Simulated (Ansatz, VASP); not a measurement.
## Cd6Te: VASP beside Ansatz

```
Cd Te
1.0
     4.54051    0.00000    0.00000
     0.00000    4.54051    0.00000
     0.00000    0.00000    8.83437
Cd Te
6 1
Direct
  0.00000 0.50000 0.74831
  0.00000 0.00000 0.50000
  0.50000 0.00000 0.74831
  0.00000 0.50000 0.25169
  0.50000 0.50000 0.50000
  0.50000 0.00000 0.25169
  0.00000 0.00000 0.00000
```

Alike in both runs: functional PBE; k mesh 4 × 4 × 2; occupations gaussian, width 0.2 eV; no spin polarisation.

Ansatz relaxed the structure, and its values are those at the end. VASP's run is a single point on that final structure, the one shown.

|  | VASP | Ansatz |
| --- | --- | --- |
| version | VASP 6.6.1 | Ansatz 0.2.0 |
| potentials or method | VASP PAW PBE potentials, release 64 (Cd, Te), cutoff 520 eV | scalar-relativistic, plane waves, PAW |
| valence electrons in the cell | 78 | 136 |

```csv
,VASP,Ansatz,Ansatz less VASP
gap on the k mesh at the Fermi level (eV),none,none,-
pressure (GPa),0.1,-0.1,-0.18
rms of the force components (eV/Å),0.003,0.000,-0.0029
```

A gap of «none» marks a metal or a gap that the smearing closes. VASP's potentials hold 78 valence electrons a cell and Ansatz's 136, so a difference there can come from the potentials and not from the codes.

Spin-orbit coupling is off throughout.
